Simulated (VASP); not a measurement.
A run of VASP 6.6.1 is set up as follows.

The input POSCAR:

```
HfO2
1.0
    0.0000000000      2.4952089700      2.4952089700
    2.4952089700      0.0000000000      2.4952089700
    2.4952089700      2.4952089700      0.0000000000
Hf O
1 2
Direct
    0.0000000000      0.0000000000      0.0000000000
    0.2500000000      0.2500000000      0.2500000000
    0.7500000000      0.7500000000      0.7500000000
```

File INCAR.step1:

```
SYSTEM = HfO2
PREC     = Accurate       ! precision mode
ENCUT    = 520            ! plane-wave cutoff, eV
ISMEAR   = -1             ! smearing method
SIGMA    = 0.02           ! smearing width, eV
LREAL    = .False.        ! projectors in reciprocal space
LASPH    = .True.         ! aspherical terms in the spheres
NELM     = 80             ! most SCF steps
NBANDS   = 18             ! bands
GGA      = PE             ! functional
ALGO     = Normal         ! electronic algorithm
EDIFF    = 1E-4           ! SCF threshold, eV
LWAVE    = .True.         ! write WAVECAR
LCHARG   = .False.        ! write CHGCAR
```

INCAR.step2

```
SYSTEM = HfO2
PREC     = Accurate       ! precision mode
ENCUT    = 520            ! plane-wave cutoff, eV
EDIFF    = 1E-6           ! SCF threshold, eV
ISMEAR   = -1             ! smearing method
SIGMA    = 0.02           ! smearing width, eV
LREAL    = .False.        ! projectors in reciprocal space
LASPH    = .True.         ! aspherical terms in the spheres
NELM     = 80             ! most SCF steps
ALGO     = Normal         ! electronic algorithm
ISIF     = 2              ! what is computed and relaxed
LWAVE    = .False.        ! write WAVECAR
LCHARG   = .False.        ! write CHGCAR
METAGGA  = R2SCAN         ! meta-GGA
LMIXTAU  = .True.       
NBANDS   = 18             ! bands
ISTART   = 1
```

File KPOINTS:

```
regular mesh
0
Gamma
  10 10 10
  0 0 0
```

Potentials or basis: VASP PAW PBE potentials, release 64 (Hf_pv, O).

Launch:

```bash
$ cat potpaw_PBE.64/Hf_pv/POTCAR potpaw_PBE.64/O/POTCAR > POTCAR
$ cp INCAR.step1 INCAR
$ mpirun -np 1 vasp_std > vasp.out
$ cp INCAR.step2 INCAR
$ mpirun -np 1 vasp_std > vasp.out
```

(1) Estimate the band gap on the k mesh.

(2) What does it give for the pressure?

Answers

(1) 4.44 eV, direct.

(2) 7.6 GPa.

Caveat: the PAW data sets were made with another functional, which shifts forces and pressure a little; spin-orbit coupling is left out, which moves the levels of the heavy elements.
